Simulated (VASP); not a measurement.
# Na (Fm-3m) in VASP: notebook, part 2 of 2

VASP 6.6.1. Earlier steps stand in the parts before.

## 3. Single point, revPBE (volume scaled by 1.12)

File INCAR:

```
PREC = Accurate
ENCUT = 520
EDIFF = 1E-6
ISMEAR = -1
SIGMA = 0.1
LREAL = False
LASPH = True
NELM = 100
ALGO = Normal
ISIF = 2
LWAVE = False
LCHARG = True
GGA = RE
LELF = True
LVHAR = True
NBANDS = 10
```

File KPOINTS:

```
regular mesh
0
Gamma
  17 17 17
```

File POSCAR:

```
Na
1.0
    0.0000000000      2.8047923990      2.8047923990
    2.8047923990      0.0000000000      2.8047923990
    2.8047923990      2.8047923990      0.0000000000
Na
1
Direct
    0.0000000000      0.0000000000      0.0000000000
```

Potentials or basis: VASP PAW PBE potentials, release 64 (Na_pv).

Command:

```console
$ cat potpaw_PBE.64/Na_pv/POTCAR > POTCAR
$ mpirun -np 1 vasp_std > vasp.out
```

OUTCAR:

```text
PREC = Accurate
   ENCUT = 520
   EDIFF = 1E-6
   ISMEAR = -1
   LREAL = False
   LASPH = True
   NELM = 100
   ISIF = 2
   GGA = RE

 ion  position               nearest neighbor table
   1  0.000  0.000  0.000-

  LATTYP: Found a face centered cubic cell.
 ALAT       =     5.6095847980

  Lattice vectors:

 A1 = (   0.0000000000,   2.8047923990,   2.8047923990)
 A2 = (   2.8047923990,   0.0000000000,   2.8047923990)
 A3 = (   2.8047923990,   2.8047923990,   0.0000000000)

Analysis of symmetry for initial positions (statically):
=====================================================================
 Subroutine PRICEL returns:
 Original cell was already a primitive cell.

 Routine SETGRP: Setting up the symmetry group for a
 face centered cubic supercell.

 Subroutine GETGRP returns: Found 48 space group operations
 (whereof 48 operations were pure point group operations)
 out of a pool of 48 trial point group operations.

The static configuration has the point symmetry O_h .

Analysis of symmetry for dynamics (positions and initial velocities):
=====================================================================
 Subroutine PRICEL returns:
 Original cell was already a primitive cell.

 Routine SETGRP: Setting up the symmetry group for a
 face centered cubic supercell.

 Subroutine GETGRP returns: Found 48 space group operations
 (whereof 48 operations were pure point group operations)
 out of a pool of 48 trial point group operations.

The dynamic configuration has the point symmetry O_h .

 Subroutine INISYM returns: Found 48 space group operations
 (whereof 48 operations are pure point group operations),
 and found     1 'primitive' translations

[... 103 lines left out ...]
   NELECT =       7.0000    total number of electrons
   NUPDOWN=      -1.0000    fix difference up-down
   EMIN   =  10.00;   EMAX   =-10.00  energy-range for DOS
   EFERMI =   0.00;   METHOD = LEGACY
   ISMEAR =    -1;   SIGMA  =   0.10  broadening in eV -4-tet -1-fermi 0-gaus
   EFERMI_NEDOS =   21; number of points for ismear=-14 and -15
   IALGO  =     38    algorithm
   IMIX   =      4    mixing-type and parameters
     AMIX     =   0.40;   BMIX     =  1.00
     AMIX_MAG =   1.60;   BMIX_MAG =  1.00
  volume/ion in A,a.u.               =      44.13       297.80
  Fermi-wavevector in a.u.,A,eV,Ry     =   0.886197  1.674669 10.685262  0.785345
  Thomas-Fermi vector in A             =   2.007331
   LORBIT       =      0    0 simple, 1 ext, 2 COOP (PROOUT), +10 PAW based schemes
   GGA     = RE    functional components
   LHFCALC =     F    Hartree Fock is set to
   AEXX    =    0.0000 exact exchange contribution
   IVDW    =     0    specifies the selected vdW correction
   LEPSILON=     F    determine dielectric tensor
   LRPA    =     F    only Hartree local field effects (RPA)
 non-spin polarized calculation
  energy-cutoff  :      520.00
  volume of cell :       44.13
 maximum number of plane-waves:      1243
 NGX is ok and might be reduce to    30
   NGX = 15   NGY = 15   NGZ = 15

 number of electron       7.0000004 magnetization

 Free energy of the ion-electron system (eV)
  ---------------------------------------------------
  ext. energy  EPLUGINS =         0.00000000
  ---------------------------------------------------
  free energy    TOTEN  =        -1.20174466 eV

  energy without entropy =       -1.18394773  energy(sigma->0) =       -1.19284619

 E-fermi :  -0.0312     XC(G=0):  -5.9538

 val. band max:       -0.0319854304   @ k =   0.4706   0.2353   0.0000
 cond. band min:       0.0123526259   @ k =   0.4706   0.0588   0.0000
 fundamental gap:      0.0443380563
 Fermi energy:        -0.0312098045

 k-point     1 :       0.0000    0.0000    0.0000
  band No.  band energies     occupation
      1     -25.0893      2.00000
      2     -25.0893      2.00000
      3     -25.0893      2.00000
      4      -2.9535      2.00000
      5      10.0658      0.00000
      6      10.0659      0.00000
      7      10.0659      0.00000
      8      10.9587      0.00000
      9      11.2186      0.00000
     10      11.2186      0.00000
[... 287 lines left out ...]
 k-point    24 :      -0.1176    0.0588    0.0000
  band No.  band energies     occupation
      1     -25.0927      2.00000
      2     -25.0902      2.00000
      3     -25.0896      2.00000
      4      -2.6313      2.00000
      5       7.3362      0.00000
      6       8.5561      0.00000
      7      10.1703      0.00000
      8      11.1078      0.00000
      9      11.6085      0.00000
     10      12.1192      0.00000

 [... further k-points ...]
[... 5 lines left out ...]
  --------------------------------------------------------------------------------------
  -------------------------------------------------------------------------------------
  Total       -0.1683731     -0.1683731     -0.1683731      0.0000000      0.0000000      0.0000000
  in kB       -6.1129536     -6.1129536     -6.1129536      0.0000000      0.0000000      0.0000000
  external PRESSURE =      -6.1129536 kB  Pullay stress =       0.0000000 kB

 VOLUME and BASIS-vectors are now :
 -----------------------------------------------------------------------------
  energy-cutoff  :      520.00
  volume of cell :       44.13
      direct lattice vectors                 reciprocal lattice vectors
     0.000000000  2.804792399  2.804792399    -0.178266313  0.178266313  0.178266313
     2.804792399  0.000000000  2.804792399     0.178266313 -0.178266313  0.178266313
     2.804792399  2.804792399  0.000000000     0.178266313  0.178266313 -0.178266313

 POSITION                                       TOTAL-FORCE (eV/Angst)
 -----------------------------------------------------------------------------------
      0.00000      0.00000      0.00000         0.000000      0.000000      0.000000
 -----------------------------------------------------------------------------------
    total drift:                               -0.000000     -0.000000      0.000000

  FREE ENERGIE OF THE ION-ELECTRON SYSTEM (eV)
  ---------------------------------------------------
  free  energy   TOTEN  =        -1.2017446620 eV

  energy  without entropy=       -1.1839477259  energy(sigma->0) =       -1.19284619
```

OSZICAR:

```text
N       E                     dE             d eps       ncg     rms          rms(c)
DAV:   1     0.266926255790E+02    0.26693E+02   -0.37112E+03  3310   0.552E+02
DAV:   2    -0.585461156588E+00   -0.27278E+02   -0.27166E+02  3376   0.141E+02
DAV:   3    -0.119395548761E+01   -0.60849E+00   -0.60805E+00  4020   0.235E+01
DAV:   4    -0.119987818672E+01   -0.59227E-02   -0.59221E-02  3970   0.230E+00
DAV:   5    -0.119997593426E+01   -0.97748E-04   -0.97746E-04  3840   0.291E-01    0.233E-01
DAV:   6    -0.120112254313E+01   -0.11466E-02   -0.30343E-04  3880   0.148E-01    0.157E-01
DAV:   7    -0.120173828537E+01   -0.61574E-03   -0.10700E-03  3678   0.290E-01    0.953E-03
DAV:   8    -0.120174378352E+01   -0.54982E-05   -0.56642E-06  3894   0.252E-02    0.233E-03
DAV:   9    -0.120174466199E+01   -0.87847E-06   -0.36877E-07  3452   0.473E-03
   1 F= -.12017447E+01 E0= -.11928462E+01  d E =-.177969E-01
```

stdout:

```text
POSCAR found type information on POSCAR Na
 POSCAR found :  1 types and       1 ions
 scaLAPACK will be used
 -----------------------------------------------------------------------------
|                                                                             |
|                                                                             |
|     You enforced a specific xc type in the INCAR file but a different       |
|     I HOPE YOU KNOW WHAT YOU ARE DOING!                                     |
|                                                                             |
 -----------------------------------------------------------------------------

 LDA part: xc-table for (Slater+PW92), standard interpolation
 POSCAR, INCAR and KPOINTS ok, starting setup
 FFT: planning ... GRIDC
 FFT: planning ... GRID_SOFT
 FFT: planning ... GRID
 WAVECAR not read
 entering main loop
```

It took 19 s on 1 thread of Intel Xeon 6975P-C (Granite Rapids), shared host; peak memory 0.19 GiB.

Results:

```yaml
Free_energy: -1.2017 eV
Pressure: -0.6 GPa
```

Levels at points of the mesh, in eV from the Fermi level:
| k point | band 1 | band 2 | band 3 | band 4 | band 5 | band 6 | band 7 | band 8 |
| --- | --- | --- | --- | --- | --- | --- | --- | --- |
| (0.00, 0.00, 0.00) | -25.06 | -25.06 | -25.06 | -2.92 | 10.10 | 10.10 | 10.10 | 10.99 |

Caveat: the PAW data sets were made with another functional, which shifts forces and pressure a little.
